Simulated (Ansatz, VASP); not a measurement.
KCl in VASP and in Ansatz

```
CELL_PARAMETERS angstrom
0.00000 -3.12070 -3.26644
-3.12070 0.00000 -3.26644
3.12070 3.12070 -6.53288
ATOMIC_POSITIONS crystal
K 0.50000 0.50000 0.50000
K 0.00000 0.00000 0.00000
Cl 0.79398 0.76981 0.75000
Cl 0.20602 0.23019 0.25000
```

Change from the starting cell: mode 7 frozen in at -0.250 Å, normal strain along z +0.0467.

Alike in both runs: task single point; functional PBEsol; k mesh 6 × 6 × 6; occupations gaussian, width 0.05 eV; no spin polarisation.

|  | VASP | Ansatz |
| --- | --- | --- |
| version | VASP 6.6.1 | Ansatz 0.2.0 |
| potentials or method | VASP PAW PBE potentials, release 64 (K_sv, Cl), cutoff 520 eV | scalar-relativistic, plane waves, PAW |
| valence electrons in the cell | 32 | 32 |

```tsv
	VASP	Ansatz	Ansatz less VASP
gap on the k mesh at the Fermi level (eV)	4.90	4.90	+0.004
least direct gap on the mesh (eV)	4.90	4.90	+0.004
pressure (GPa)	-0.2	-0.3	-0.04
traceless stress, the component that is largest in VASP (GPa)	-0.51	-0.50	+0.015
rms of the force components (eV/Å)	0.120	0.118	-0.0026
```

VASP's potentials were made for PBE, not for PBEsol. Atom by atom the forces differ by 0.003 eV/Å (rms over components).
